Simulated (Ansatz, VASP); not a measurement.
## Si3Ge in VASP and in Ansatz

```
CELL_PARAMETERS angstrom
3.88810 0.00000 0.00000
0.00000 3.88810 0.00000
0.00000 0.00000 5.48368
ATOMIC_POSITIONS crystal
Si 0.50000 0.00000 0.75488
Si 0.50000 0.50000 0.00000
Si 0.00000 0.50000 0.24512
Ge 0.00000 0.00000 0.50000
```

Alike in both runs: task single point; functional PBE; k mesh 4 × 4 × 4; occupations fermi-dirac, width 0.02 eV; non-collinear spin, spin-orbit coupling.

|  | VASP | Ansatz |
| --- | --- | --- |
| version | VASP 6.6.1 | Ansatz 0.2.0 |
| potentials or method | VASP PAW PBE potentials, release 64 (Si, Ge_d) | plane waves, PAW |
| plane-wave cutoff (eV) | 520 | 420 |
| valence electrons in the cell | 26 | 26 |

```csv
,VASP,Ansatz,Ansatz less VASP
net moment per atom (μB),0.00,0.00,0.000
```

Ansatz's warnings: optics gap not shown off mesh.

The k mesh is coarse, so the values compare programs but aren't converged.
